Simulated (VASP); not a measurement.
# Cr (Im-3m) in VASP: a series of runs

Cr is run at these levels: LDA; tasks: single point.

Program: VASP 6.6.1. These are calculated values, not measurements. Logs are shortened: lines on timing, memory, paths and dates and some standing lists are left out, and cuts for length are marked.

## (1) The cell of the first run

Symmetry: Im-3m, No. 229, cubic system. The conventional cell has a = 2.788 Å, b = 2.788 Å, c = 2.788 Å, α = 90.00°, β = 90.00°, γ = 90.00°. Cr (site symmetry m-3m) has 14 Cr at 2.41 to 2.79 Å within 3.2 Å.

## (2) Single point, LDA

Input file INCAR:

```
SYSTEM = Cr
  PREC = Accurate
  ENCUT = 520
  EDIFF = 1E-7
  ISMEAR = 1
  SIGMA = 0.01
  LREAL = .False.
  LASPH = .True.
  NELM = 60
  ALGO = Normal
  ISIF = 2
  LWAVE = .False.
  LCHARG = .False.
  GGA = CA
  NBANDS = 12
```

Input file KPOINTS:

```
regular mesh
0
Gamma
  16 16 16
  0 0 0
```

Input file POSCAR:

```
Cr
1.0
   -1.3942485114      1.3942485114      1.3942485114
    1.3942485114     -1.3942485114      1.3942485114
    1.3942485114      1.3942485114     -1.3942485114
Cr
1
Direct
    0.0000000000      0.0000000000      0.0000000000
```

Potentials or basis: VASP PAW LDA potentials, release 64 (Cr_pv).

Command:

```console
> cat potpaw_LDA.64/Cr_pv/POTCAR > POTCAR
> mpirun -np 1 vasp_std > vasp.out
```

OUTCAR:

```text
SYSTEM = Cr
   PREC = Accurate
   ENCUT = 520
   EDIFF = 1E-7
   ISMEAR = 1
   LREAL = .False.
   LASPH = .True.
   NELM = 60
   ISIF = 2
   GGA = CA

 ion  position               nearest neighbor table
   1  0.000  0.000  0.000-

  LATTYP: Found a body centered cubic cell.
 ALAT       =     2.7884970228

  Lattice vectors:

 A1 = (  -1.3942485114,   1.3942485114,   1.3942485114)
 A2 = (   1.3942485114,  -1.3942485114,   1.3942485114)
 A3 = (   1.3942485114,   1.3942485114,  -1.3942485114)

Analysis of symmetry for initial positions (statically):
=====================================================================
 Subroutine PRICEL returns:
 Original cell was already a primitive cell.

 Routine SETGRP: Setting up the symmetry group for a
 body centered cubic supercell.

 Subroutine GETGRP returns: Found 48 space group operations
 (whereof 48 operations were pure point group operations)
 out of a pool of 48 trial point group operations.

The static configuration has the point symmetry O_h .

Analysis of symmetry for dynamics (positions and initial velocities):
=====================================================================
 Subroutine PRICEL returns:
 Original cell was already a primitive cell.

 Routine SETGRP: Setting up the symmetry group for a
 body centered cubic supercell.

 Subroutine GETGRP returns: Found 48 space group operations
 (whereof 48 operations were pure point group operations)
 out of a pool of 48 trial point group operations.

The dynamic configuration has the point symmetry O_h .

 Subroutine INISYM returns: Found 48 space group operations
 (whereof 48 operations are pure point group operations),
 and found     1 'primitive' translations

----------------------------------------------------------------------------------------

                                     Primitive cell

  volume of cell :      10.8413

  direct lattice vectors                    reciprocal lattice vectors
    -1.394248511  1.394248511  1.394248511     0.000000000  0.358616126  0.358616126
     1.394248511 -1.394248511  1.394248511     0.358616126  0.000000000  0.358616126
     1.394248511  1.394248511 -1.394248511     0.358616126  0.358616126  0.000000000

  length of vectors
     2.414909260  2.414909260  2.414909260     0.507159789  0.507159789  0.507159789

  position of ions in fractional coordinates (direct lattice)
     0.000000000  0.000000000  0.000000000

  ion indices of the primitive-cell ions
   primitive index   ion index
                 1           1

----------------------------------------------------------------------------------------

 KPOINTS: regular mesh

Automatic generation of k-mesh.
 Grid dimensions read from file:
 generate k-points for:   16   16   16

 Generating k-lattice:

  Cartesian coordinates                     Fractional coordinates (reciprocal lattice)
     0.000000000  0.022413508  0.022413508     0.062500000  0.000000000  0.000000000
     0.022413508  0.000000000  0.022413508     0.000000000  0.062500000  0.000000000
     0.022413508  0.022413508  0.000000000     0.000000000  0.000000000  0.062500000

  Length of vectors
     0.031697487  0.031697487  0.031697487

  Shift w.r.t. Gamma in fractional coordinates (k-lattice)
     0.000000000  0.000000000  0.000000000

 Subroutine IBZKPT returns following result:
 ===========================================

 Found    145 irreducible k-points:

 Following reciprocal coordinates:
            Coordinates               Weight
  0.000000  0.000000  0.000000      1.000000
  0.062500  0.000000  0.000000     12.000000
  0.125000  0.000000  0.000000     12.000000
  0.187500  0.000000  0.000000     12.000000
  0.250000  0.000000  0.000000     12.000000
  0.312500  0.000000  0.000000     12.000000
[... 16 lines left out ...]
  0.187500  0.187500  0.000000     24.000000
  0.250000  0.187500  0.000000     48.000000
 [... further k-points ...]
   k-points           NKPTS =    145   k-points in BZ     NKDIM =    145   number of bands    NBANDS=     12
   number of dos      NEDOS =    301   number of ions     NIONS =      1
   total plane-waves  NPLWV =   5832
   dimension x,y,z NGX =    18 NGY =   18 NGZ =   18
   dimension x,y,z NGXF=    36 NGYF=   36 NGZF=   36
   ions per type =               1
   NGX,Y,Z   is equivalent  to a cutoff of  12.39, 12.39, 12.39 a.u.
   NGXF,Y,Z  is equivalent  to a cutoff of  24.78, 24.78, 24.78 a.u.
 SYSTEM =  Cr
   PREC   = accura    normal or accurate (medium, high low for compatibility)
   ISTART =      0    job   : 0-new  1-cont  2-samecut
   ICHARG =      2    charge: 1-file 2-atom 10-const
   ISPIN  =      1    spin polarized calculation?
   LNONCOLLINEAR =      F non collinear calculations
   LSORBIT =      F    spin-orbit coupling
   LASPH  =      T    aspherical Exc in radial PAW
   ENCUT  =  520.0 eV  38.22 Ry    6.18 a.u.   4.49  4.49  4.49*2*pi/ulx,y,z
   NELM   =     60;   NELMIN=  2; NELMDL= -5     # of ELM steps
   EDIFF  = 0.1E-06   stopping-criterion for ELM
   LREAL  =      F    real-space projection
   EDIFFG = 0.1E-05   stopping-criterion for IOM
   NSW    =      0    number of steps for IOM
   IBRION =     -1    ionic relax: 0-MD 1-quasi-New 2-CG
   NFREE  =      0    steps in history (QN), initial steepest desc. (CG)
   ISIF   =      2    stress and relaxation
   ISYM   =      2    0-nonsym 1-usesym 2-fastsym
   POTIM  = 0.5000    time-step for ionic-motion
   TEBEG  =    0.0;   TEEND  =   0.0 temperature during run
   PSTRESS=    0.0 pullay stress
   NELECT =      12.0000    total number of electrons
   NUPDOWN=      -1.0000    fix difference up-down
   EMIN   =  10.00;   EMAX   =-10.00  energy-range for DOS
   EFERMI =   0.00;   METHOD = LEGACY
   ISMEAR =     1;   SIGMA  =   0.01  broadening in eV -4-tet -1-fermi 0-gaus
   EFERMI_NEDOS =   21; number of points for ismear=-14 and -15
   IALGO  =     38    algorithm
   IMIX   =      4    mixing-type and parameters
     AMIX     =   0.40;   BMIX     =  1.00
     AMIX_MAG =   1.60;   BMIX_MAG =  1.00
  volume/ion in A,a.u.               =      10.84        73.16
  Fermi-wavevector in a.u.,A,eV,Ry     =   1.693460  3.200176 39.018901  2.867808
  Thomas-Fermi vector in A             =   2.774862
   LORBIT       =      0    0 simple, 1 ext, 2 COOP (PROOUT), +10 PAW based schemes
   GGA     = CA    functional components
   LHFCALC =     F    Hartree Fock is set to
   AEXX    =    0.0000 exact exchange contribution
   IVDW    =     0    specifies the selected vdW correction
   LEPSILON=     F    determine dielectric tensor
   LRPA    =     F    only Hartree local field effects (RPA)
 non-spin polarized calculation
 Methfessel and Paxton  Order N= 1 SIGMA  =   0.01
  energy-cutoff  :      520.00
  volume of cell :       10.84
 maximum number of plane-waves:       321
 NGX is ok and might be reduce to    18
   NGX =  9   NGY =  9   NGZ =  9

 number of electron      12.0000011 magnetization

 Free energy of the ion-electron system (eV)
  ---------------------------------------------------
  ext. energy  EPLUGINS =         0.00000000
  ---------------------------------------------------
  free energy    TOTEN  =       -10.62954371 eV

  energy without entropy =      -10.62956850  energy(sigma->0) =      -10.62955198

 E-fermi :  11.6633     XC(G=0): -14.3784

 val. band max:       11.6557305901   @ k =   0.3750   0.0625   0.0000
 cond. band min:      11.6816978996   @ k =  -0.1875   0.1875   0.1250
 fundamental gap:      0.0259673095
 Fermi energy:        11.6633399459

 k-point     1 :       0.0000    0.0000    0.0000
  band No.  band energies     occupation
      1     -30.5223      2.00000
      2     -30.5223      2.00000
      3     -30.5223      2.00000
      4       3.7269      2.00000
      5      10.7177      2.00000
      6      10.7177      2.00000
      7      10.7177      2.00000
      8      12.8960      0.00000
      9      12.8960      0.00000
     10      17.1031      0.00000
     11      34.5539      0.00000
     12      34.5539      0.00000

 k-point     2 :       0.0625    0.0000    0.0000
  band No.  band energies     occupation
      1     -30.5685      2.00000
      2     -30.5362      2.00000
      3     -30.5227      2.00000
      4       3.9091      2.00000
      5      10.6443      2.00000
      6      10.7057      2.00000
      7      10.8455      2.00000
      8      12.8131      0.00000
      9      12.9010      0.00000
     10      17.1030      0.00000
     11      34.2098      0.00000
     12      34.5218      0.00000

 k-point     3 :       0.1250    0.0000    0.0000
  band No.  band energies     occupation
      1     -30.6989      2.00000
      2     -30.5756      2.00000
      3     -30.5237      2.00000
      4       4.4333      2.00000
      5      10.4401      2.00000
      6      10.6444      2.00000
      7      11.2185      2.00000
      8      12.6357      0.00000
      9      12.9192      0.00000
     10      17.1030      0.00000
     11      33.1905      0.00000
     12      34.2624      0.00000
[... 286 lines left out ...]
 k-point    23 :       0.1875    0.1875    0.0000
  band No.  band energies     occupation
      1     -31.3059      2.00000
      2     -30.7912      2.00000
      3     -30.6043      2.00000
      4       7.3083      2.00000
      5       9.5295      2.00000
      6       9.8671      2.00000
      7      12.3981      0.00000
      8      13.2960      0.00000
      9      14.1281      0.00000
     10      17.1028      0.00000
     11      28.2815      0.00000
     12      29.1240      0.00000

 k-point    24 :       0.2500    0.1875    0.0000
  band No.  band energies     occupation
      1     -31.4214      2.00000
      2     -30.8857      2.00000
      3     -30.6192      2.00000
      4       7.8029      2.00000
      5       9.2934      2.00000
      6      10.0113      2.00000
      7      12.5476      0.00000
      8      13.3986      0.00000
      9      15.2693      0.00000
     10      17.1027      0.00000
     11      26.2867      0.00000
     12      27.9187      0.00000

 [... further k-points ...]

------------------------ aborting loop because EDIFF is reached ----------------------------------------

  FORCE on cell =-STRESS in cart. coord.  units (eV):
  Direction    XX          YY          ZZ          XY          YZ          ZX
  --------------------------------------------------------------------------------------
  -------------------------------------------------------------------------------------
  Total        0.0062645      0.0062645      0.0062645     -0.0000000     -0.0000000      0.0000000
  in kB        0.9258031      0.9258031      0.9258031     -0.0000000     -0.0000000      0.0000000
  external PRESSURE =       0.9258031 kB  Pullay stress =       0.0000000 kB

 VOLUME and BASIS-vectors are now :
 -----------------------------------------------------------------------------
  energy-cutoff  :      520.00
  volume of cell :       10.84
      direct lattice vectors                 reciprocal lattice vectors
    -1.394248511  1.394248511  1.394248511     0.000000000  0.358616126  0.358616126
     1.394248511 -1.394248511  1.394248511     0.358616126  0.000000000  0.358616126
     1.394248511  1.394248511 -1.394248511     0.358616126  0.358616126  0.000000000

 POSITION                                       TOTAL-FORCE (eV/Angst)
 -----------------------------------------------------------------------------------
      0.00000      0.00000      0.00000        -0.000000     -0.000000      0.000000
 -----------------------------------------------------------------------------------
    total drift:                                0.000000      0.000000      0.000000

  FREE ENERGIE OF THE ION-ELECTRON SYSTEM (eV)
  ---------------------------------------------------
  free  energy   TOTEN  =       -10.6295437146 eV

  energy  without entropy=      -10.6295684987  energy(sigma->0) =      -10.62955198
```

It took 8.3 s on 1 thread of Intel Xeon Platinum 8488C (Sapphire Rapids), shared host; peak memory 0.12 GiB.

Results:

| Property | Result |
| --- | --- |
| Free energy | -10.6295 eV |
| Pressure | 0.1 GPa |
| Band gap on the k mesh | zero (band 6 reaches 14.42 eV, above the bottom of band 7 at 10.72 eV) |

Levels at points of the mesh, in eV from the Fermi level:
| k point | band 4 | band 5 | band 6 | band 7 | band 8 | band 9 |
| --- | --- | --- | --- | --- | --- | --- |
| (0.00, 0.00, 0.00) | -7.94 | -0.95 | -0.95 | -0.95 | 1.23 | 1.23 |
| (0.50, 0.00, 0.00) | -4.70 | -2.64 | 1.27 | 1.45 | 1.61 | 3.19 |
| (0.50, 0.50, 0.50) | -4.70 | -4.70 | 2.76 | 2.76 | 2.76 | 5.44 |

Caveat: the run has no spin polarisation, though such a crystal can be magnetic.

## (3) Single point, LDA

Input file INCAR:

```
SYSTEM = Cr
  PREC = Accurate
  ENCUT = 520
  EDIFF = 1E-6
  ISMEAR = 1
  SIGMA = 0.03
  LREAL = .False.
  LASPH = .True.
  NELM = 100
  ALGO = Normal
  ISIF = 2
  LWAVE = .False.
  LCHARG = .False.
  GGA = CA
  NBANDS = 12
```

KPOINTS is that of step 2.

POSCAR is that of step 2.

Potentials or basis: VASP PAW LDA potentials, release 64 (Cr_pv).

Command:

```console
> cat potpaw_LDA.64/Cr_pv/POTCAR > POTCAR
> mpirun -np 1 vasp_std > vasp.out
```

OUTCAR:

```text
SYSTEM = Cr
   PREC = Accurate
   ENCUT = 520
   EDIFF = 1E-6
   ISMEAR = 1
   LREAL = .False.
   LASPH = .True.
   NELM = 100
   ISIF = 2
   GGA = CA

 ion  position               nearest neighbor table
   1  0.000  0.000  0.000-

  LATTYP: Found a body centered cubic cell.
 ALAT       =     2.7884970228

  Lattice vectors:

 A1 = (  -1.3942485114,   1.3942485114,   1.3942485114)
 A2 = (   1.3942485114,  -1.3942485114,   1.3942485114)
 A3 = (   1.3942485114,   1.3942485114,  -1.3942485114)

Analysis of symmetry for initial positions (statically):
=====================================================================
 Subroutine PRICEL returns:
 Original cell was already a primitive cell.

 Routine SETGRP: Setting up the symmetry group for a
 body centered cubic supercell.

 Subroutine GETGRP returns: Found 48 space group operations
 (whereof 48 operations were pure point group operations)
 out of a pool of 48 trial point group operations.

The static configuration has the point symmetry O_h .

Analysis of symmetry for dynamics (positions and initial velocities):
[... 167 lines left out ...]
      1     -30.5197      2.00000
      2     -30.5197      2.00000
      3     -30.5197      2.00000
      4       3.7269      2.00000
      5      10.7197      2.00000
      6      10.7197      2.00000
      7      10.7197      2.00000
      8      12.8979      0.00000
      9      12.8979      0.00000
     10      17.1069      0.00000
     11      34.5536      0.00000
     12      34.5536      0.00000
[... 331 lines left out ...]
 k-point    24 :       0.2500    0.1875    0.0000
  band No.  band energies     occupation
      1     -31.4189      2.00000
      2     -30.8831      2.00000
      3     -30.6166      2.00000
      4       7.8036      2.00000
      5       9.2949      2.00000
      6      10.0126      2.00000
      7      12.5496      0.00000
      8      13.4006      0.00000
      9      15.2712      0.00000
     10      17.1065      0.00000
     11      26.2876      0.00000
     12      27.9193      0.00000

 [... further k-points ...]

------------------------ aborting loop because EDIFF is reached ----------------------------------------

  FORCE on cell =-STRESS in cart. coord.  units (eV):
  Direction    XX          YY          ZZ          XY          YZ          ZX
  --------------------------------------------------------------------------------------
  -------------------------------------------------------------------------------------
  Total        0.0077679      0.0077679      0.0077679     -0.0000000      0.0000000      0.0000000
  in kB        1.1479724      1.1479724      1.1479724     -0.0000000      0.0000000      0.0000000
  external PRESSURE =       1.1479724 kB  Pullay stress =       0.0000000 kB

 VOLUME and BASIS-vectors are now :
 -----------------------------------------------------------------------------
  energy-cutoff  :      520.00
  volume of cell :       10.84
      direct lattice vectors                 reciprocal lattice vectors
    -1.394248511  1.394248511  1.394248511     0.000000000  0.358616126  0.358616126
     1.394248511 -1.394248511  1.394248511     0.358616126  0.000000000  0.358616126
     1.394248511  1.394248511 -1.394248511     0.358616126  0.358616126  0.000000000

 POSITION                                       TOTAL-FORCE (eV/Angst)
 -----------------------------------------------------------------------------------
      0.00000      0.00000      0.00000         0.000000      0.000000      0.000000
 -----------------------------------------------------------------------------------
    total drift:                                0.000000      0.000000      0.000000

  FREE ENERGIE OF THE ION-ELECTRON SYSTEM (eV)
  ---------------------------------------------------
  free  energy   TOTEN  =       -10.6295133900 eV

  energy  without entropy=      -10.6294393604  energy(sigma->0) =      -10.62948871
```

OSZICAR:

```text
N       E                     dE             d eps       ncg     rms          rms(c)
DAV:   1     0.772080655407E+02    0.77208E+02   -0.70811E+03  3532   0.122E+03
DAV:   2    -0.111393273931E+02   -0.88347E+02   -0.85126E+02  3556   0.297E+02
DAV:   3    -0.122919779931E+02   -0.11527E+01   -0.11500E+01  3800   0.406E+01
DAV:   4    -0.122977522294E+02   -0.57742E-02   -0.57741E-02  3744   0.285E+00
DAV:   5    -0.122978208997E+02   -0.68670E-04   -0.68669E-04  3720   0.287E-01    0.119E+01
DAV:   6    -0.106715230143E+02    0.16263E+01   -0.41118E+00  3612   0.349E+01    0.147E+00
DAV:   7    -0.106442980686E+02    0.27225E-01   -0.48265E-02  3544   0.305E+00    0.797E-01
DAV:   8    -0.106294944902E+02    0.14804E-01   -0.37887E-03  3772   0.996E-01    0.833E-02
DAV:   9    -0.106295086984E+02   -0.14208E-04   -0.33944E-04  3512   0.289E-01    0.141E-02
DAV:  10    -0.106295126562E+02   -0.39578E-05   -0.98271E-06  3876   0.561E-02    0.712E-03
DAV:  11    -0.106295133900E+02   -0.73379E-06   -0.44750E-07  2280   0.829E-03
   1 F= -.10629513E+02 E0= -.10629489E+02  d E =-.740295E-04
```

Wall time 8 s (1 thread of Intel Xeon Platinum 8488C (Sapphire Rapids), shared host); peak memory 0.12 GiB.

What came out:

| Quantity | Value |
| --- | --- |
| Free energy | -10.6295 eV |
| Pressure | 0.1 GPa |
| Band gap on the k mesh | zero (band 6 reaches 14.42 eV, above the bottom of band 7 at 10.72 eV) |

Levels at points of the mesh, in eV from the Fermi level:
```
           k point  band 3  band 4  band 5  band 6  band 7  band 8  band 9  band 10
(0.00, 0.00, 0.00)  -42.19   -7.95   -0.95   -0.95   -0.95    1.23    1.23     5.43
(0.50, 0.00, 0.00)  -42.20   -4.71   -2.65    1.26    1.44    1.61    3.18     5.43
(0.50, 0.50, 0.50)  -42.97   -4.71   -4.71    2.75    2.75    2.75    5.43    11.27
```

Caveat: the run has no spin polarisation, though such a crystal can be magnetic.
